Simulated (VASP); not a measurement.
# Na2B3 (P-3m1) in VASP: a series of runs

Na2B3 is run at these levels: PBE; tasks: single point, relaxation of cell and atoms.

All numbers are computed with VASP 6.6.1; they aren't measurements. Logs are shortened: lines on timing, memory, paths and dates and some standing lists are left out, and cuts for length are marked.

## Step 1: The cell of the first run

It takes space group P-3m1 (No. 164, trigonal). The conventional cell has a = 2.987 Å, b = 2.987 Å, c = 8.674 Å, α = 90.00°, β = 90.00°, γ = 120.00°. Within 3.6 Å of Na (site symmetry 3m) lie 7 B at 2.75 to 3.15 Å and 6 Na at 2.99 Å. Within 2.4 Å of B (site symmetry 3m) lie 6 B at 1.79 to 1.99 Å. B (site symmetry -3m) has 6 B at 1.79 Å within 2.4 Å.

## Step 2: Single point, PBE

File INCAR:

```
SYSTEM = Na2B3
PREC = Accurate ; ENCUT = 520
EDIFF = 1E-7 ; ISMEAR = 0
SIGMA = 0.1 ; LREAL = .False.
LASPH = .True. ; NELM = 100
ALGO = Normal ; ISIF = 2
LWAVE = .False. ; LCHARG = .False.
GGA = PE ; NBANDS = 20
```

File KPOINTS:

```
Automatic mesh
0
Gamma
  12 12 6
  0 0 0
```

File POSCAR:

```
Na2B3
1.0
    2.9865026750      0.0000000000      0.0000000000
   -1.4932513375      2.5863871850      0.0000000000
    0.0000000000      0.0000000000      8.6743355401
Na B
2 3
Direct
    0.6666666667      0.3333333333      0.8040543897
    0.3333333333      0.6666666667      0.1959456103
    0.3333333333      0.6666666667      0.5572440596
    0.6666666667      0.3333333333      0.4427559404
    0.0000000000      0.0000000000      0.5000000000
```

Potentials or basis: VASP PAW PBE potentials, release 64 (Na_pv, B).

On the command line:

```
$ cat potpaw_PBE.64/Na_pv/POTCAR potpaw_PBE.64/B/POTCAR > POTCAR
$ mpirun -np 1 vasp_std > vasp.out
```

OUTCAR:

```text
SYSTEM = Na2B3
   PREC = Accurate
   ENCUT = 520
   EDIFF = 1E-7
   ISMEAR = 0
   LREAL = .False.
   LASPH = .True.
   NELM = 100
   ISIF = 2
   GGA = PE

 ion  position               nearest neighbor table
   1  0.667  0.333  0.804-
   2  0.333  0.667  0.196-
   3  0.333  0.667  0.557-   5 1.79   5 1.79   5 1.79   4 1.99   4 1.99   4 1.99
   4  0.667  0.333  0.443-   5 1.79   5 1.79   5 1.79   3 1.99   3 1.99   3 1.99
   5  0.000  0.000  0.500-   3 1.79   4 1.79   3 1.79   4 1.79   4 1.79   3 1.79

  LATTYP: Found a hexagonal cell.
 ALAT       =     2.9865026750
 C/A-ratio  =     2.9045128982

  Lattice vectors:

 A1 = (   2.9865026750,   0.0000000000,   0.0000000000)
 A2 = (  -1.4932513375,   2.5863871850,   0.0000000000)
 A3 = (   0.0000000000,   0.0000000000,   8.6743355401)

Analysis of symmetry for initial positions (statically):
=====================================================================
 Subroutine PRICEL returns:
 Original cell was already a primitive cell.

 Routine SETGRP: Setting up the symmetry group for a
 hexagonal supercell.

 Subroutine GETGRP returns: Found 12 space group operations
 (whereof 12 operations were pure point group operations)
 out of a pool of 24 trial point group operations.

The static configuration has the point symmetry D_3d.

Analysis of symmetry for dynamics (positions and initial velocities):
=====================================================================
 Subroutine PRICEL returns:
 Original cell was already a primitive cell.

 Routine SETGRP: Setting up the symmetry group for a
 hexagonal supercell.

 Subroutine GETGRP returns: Found 12 space group operations
 (whereof 12 operations were pure point group operations)
 out of a pool of 24 trial point group operations.

The dynamic configuration has the point symmetry D_3d.

 Subroutine INISYM returns: Found 12 space group operations
 (whereof 12 operations are pure point group operations),
 and found     1 'primitive' translations

----------------------------------------------------------------------------------------

                                     Primitive cell

  volume of cell :      67.0028

  direct lattice vectors                    reciprocal lattice vectors
     2.986502675  0.000000000  0.000000000     0.334839814  0.193319857  0.000000000
    -1.493251338  2.586387185  0.000000000     0.000000000  0.386639713  0.000000000
[... 88 lines left out ...]
   LASPH  =      T    aspherical Exc in radial PAW
   ENCUT  =  520.0 eV  38.22 Ry    6.18 a.u.   5.55  5.55 16.13*2*pi/ulx,y,z
   NELM   =    100;   NELMIN=  2; NELMDL= -5     # of ELM steps
   EDIFF  = 0.1E-06   stopping-criterion for ELM
   LREAL  =      F    real-space projection
   EDIFFG = 0.1E-05   stopping-criterion for IOM
   NSW    =      0    number of steps for IOM
   IBRION =     -1    ionic relax: 0-MD 1-quasi-New 2-CG
   NFREE  =      0    steps in history (QN), initial steepest desc. (CG)
   ISIF   =      2    stress and relaxation
   ISYM   =      2    0-nonsym 1-usesym 2-fastsym
   POTIM  = 0.5000    time-step for ionic-motion
   TEBEG  =    0.0;   TEEND  =   0.0 temperature during run
   PSTRESS=    0.0 pullay stress
   NELECT =      23.0000    total number of electrons
   NUPDOWN=      -1.0000    fix difference up-down
   EMIN   =  10.00;   EMAX   =-10.00  energy-range for DOS
   EFERMI =   0.00;   METHOD = LEGACY
   ISMEAR =     0;   SIGMA  =   0.10  broadening in eV -4-tet -1-fermi 0-gaus
   EFERMI_NEDOS =   21; number of points for ismear=-14 and -15
   IALGO  =     38    algorithm
   IMIX   =      4    mixing-type and parameters
     AMIX     =   0.40;   BMIX     =  1.00
     AMIX_MAG =   1.60;   BMIX_MAG =  1.00
  volume/ion in A,a.u.               =      13.40        90.43
  Fermi-wavevector in a.u.,A,eV,Ry     =   1.146269  2.166134 17.877139  1.313933
  Thomas-Fermi vector in A             =   2.282954
   LORBIT       =      0    0 simple, 1 ext, 2 COOP (PROOUT), +10 PAW based schemes
   GGA     = PE    functional components
   LHFCALC =     F    Hartree Fock is set to
   AEXX    =    0.0000 exact exchange contribution
   IVDW    =     0    specifies the selected vdW correction
   LEPSILON=     F    determine dielectric tensor
   LRPA    =     F    only Hartree local field effects (RPA)
 non-spin polarized calculation
 Gauss-broadening in eV      SIGMA  =   0.10
  energy-cutoff  :      520.00
  volume of cell :       67.00
 maximum number of plane-waves:      1850
 NGX is ok and might be reduce to    24
   NGX = 11   NGY = 11   NGZ = 33

 number of electron      23.0000022 magnetization

 Free energy of the ion-electron system (eV)
  ---------------------------------------------------
  ext. energy  EPLUGINS =         0.00000000
  ---------------------------------------------------
  free energy    TOTEN  =       -20.53865757 eV

  energy without entropy =      -20.53086642  energy(sigma->0) =      -20.53476200

 E-fermi :   3.7533     XC(G=0):  -9.1799

 val. band max:        3.7532231034   @ k =   0.3333   0.0833   0.1667
 cond. band min:       3.7594006845   @ k =   0.2500   0.0833   0.1667
 fundamental gap:      0.0061775811
 Fermi energy:         3.7533404207

 k-point     1 :       0.0000    0.0000    0.0000
  band No.  band energies     occupation
      1     -20.9982      2.00000
      2     -20.9761      2.00000
      3     -20.9252      2.00000
      4     -20.9252      2.00000
      5     -20.9244      2.00000
      6     -20.9244      2.00000
[... 541 lines left out ...]
     19      13.4047      0.00000
     20      13.7153      0.00000

 [... further k-points ...]
[... 5 lines left out ...]
  --------------------------------------------------------------------------------------
  -------------------------------------------------------------------------------------
  Total        0.0101905      0.0101905     -0.0070423      0.0000000      0.0000000      0.0000000
  in kB        0.2436765      0.2436765     -0.1683974      0.0000000      0.0000000      0.0000000
  external PRESSURE =       0.1063185 kB  Pullay stress =       0.0000000 kB

 VOLUME and BASIS-vectors are now :
 -----------------------------------------------------------------------------
  energy-cutoff  :      520.00
  volume of cell :       67.00
      direct lattice vectors                 reciprocal lattice vectors
     2.986502675  0.000000000  0.000000000     0.334839814  0.193319857  0.000000000
    -1.493251338  2.586387185  0.000000000     0.000000000  0.386639713  0.000000000
     0.000000000  0.000000000  8.674335540     0.000000000  0.000000000  0.115282605

 POSITION                                       TOTAL-FORCE (eV/Angst)
 -----------------------------------------------------------------------------------
      1.49325      0.86213      6.97464        -0.000000      0.000000      0.003087
     -0.00000      1.72426      1.69970         0.000000      0.000000     -0.003087
     -0.00000      1.72426      4.83372        -0.000000     -0.000000     -0.006923
      1.49325      0.86213      3.84061         0.000000      0.000000      0.006923
      0.00000      0.00000      4.33717        -0.000000      0.000000      0.000000
 -----------------------------------------------------------------------------------
    total drift:                               -0.000000      0.000000     -0.000000

  FREE ENERGIE OF THE ION-ELECTRON SYSTEM (eV)
  ---------------------------------------------------
  free  energy   TOTEN  =       -20.5386575698 eV

  energy  without entropy=      -20.5308664219  energy(sigma->0) =      -20.53476200
```

It took 42 s on 1 thread of Intel Xeon 6975P-C (Granite Rapids), shared host; peak memory 0.25 GiB.

Results:

```
Free energy   : -20.5387 eV
Pressure      : 0.0 GPa
Largest force : 0.007 eV/Å
```

Forces in eV/Å, atoms in the order of the input:
```
Na   0.000  0.000  0.003
Na   0.000  0.000 -0.003
B    0.000  0.000 -0.007
B    0.000  0.000  0.007
B    0.000  0.000  0.000
```

## Step 3: Relaxation of cell and atoms, PBE

This run uses another cell than the first one, of 13.36 Å³/atom, 0.997 times its volume.

File INCAR:

```
PREC = Accurate
ENCUT = 600
EDIFF = 1E-6
ISMEAR = 0
SIGMA = 0.1
LREAL = F
LASPH = T
NELM = 100
ALGO = Normal
ISIF = 3
LWAVE = F
LCHARG = F
GGA = PE
IBRION = 2
NSW = 100
EDIFFG = -0.01
```

File KPOINTS:

```
Automatic mesh
0
Gamma
  12 12 6
```

File POSCAR:

```
Na2B3
1.0
    2.9902666369      0.0000000000      0.0000000000
   -1.4951333184      2.5896468716      0.0000000000
    0.0000000000      0.0000000000      8.6278518830
Na B
2 3
Direct
    0.6666666667      0.3333333333      0.8086162918
    0.3333333333      0.6666666667      0.1913837082
    0.3333333333      0.6666666667      0.5531806405
    0.6666666667      0.3333333333      0.4468193595
    0.0000000000      0.0000000000      0.5000000000
```

Potentials or basis: VASP PAW PBE potentials, release 64 (Na_pv, B).

On the command line:

```
$ cat potpaw_PBE.64/Na_pv/POTCAR potpaw_PBE.64/B/POTCAR > POTCAR
$ mpirun -np 1 vasp_std > vasp.out
```

Run time: 3.1 min. Hardware: 1 thread of Intel Xeon 6975P-C (Granite Rapids), shared host; peak memory 0.26 GiB.

The run converged. Its results:

* Free energy: -20.5411 eV
* Relaxed volume: 13.40 Å³/atom
* Relaxed cell: a = 2.987 Å, b = 2.987 Å, c = 8.671 Å, α = 90.00°, β = 90.00°, γ = 120.00°
* Space group after relaxing (to 0.05 Å): P-3m1 (No. 164)
* Energy gained by relaxing: 4.3 meV/atom
* Ionic steps: 13
* Pressure after relaxing: 0.0 GPa

The path:
```
step  energy change (eV)  largest force (eV/Å)  pressure (GPa)  volume (Å³)
   1              0.0000                0.4276            0.05        66.81
   2             -0.0157                0.2261           -0.10        66.85
   3             -0.0193                0.0721           -0.17        66.87
   4             -0.0196                0.0703           -0.18        66.88
   5             -0.0203                0.0542           -0.02        66.72
   6             -0.0208                0.0254            0.27        66.43
   7             -0.0211                0.0152            0.00        66.63
   8             -0.0211                0.0177            0.00        66.63
   9             -0.0214                0.0119            0.01        66.71
  10             -0.0217                0.0128            0.02        66.92
  11             -0.0217                0.0137            0.01        66.96
  12             -0.0217                0.0113           -0.06        67.00
  13             -0.0217                0.0009            0.01        66.98
```

Final structure:
```
Na B
1.0
     2.98664    0.00000    0.00000
    -1.49332    2.58650    0.00000
     0.00000    0.00000    8.67118
Na B
2 3
Direct
  0.66667 0.33333 0.80424
  0.33333 0.66667 0.19576
  0.33333 0.66667 0.55720
  0.66667 0.33333 0.44280
  0.00000 0.00000 0.50000
```

Levels at points of the mesh, in eV from the Fermi level:
```csv
k point,band 9,band 10,band 11,band 12,band 13,band 14,band 15
"(0.00, 0.00, 0.00)",-3.70,-1.64,-1.64,-0.63,-0.36,-0.36,0.41
"(0.50, 0.00, 0.00)",-6.00,-3.57,-2.61,1.33,1.45,2.00,3.44
"(0.00, 0.00, 0.50)",-2.85,-2.54,-1.64,-1.64,-0.36,-0.36,2.83
"(0.50, 0.00, 0.50)",-6.00,-3.58,-2.63,1.51,1.67,2.23,2.75
```
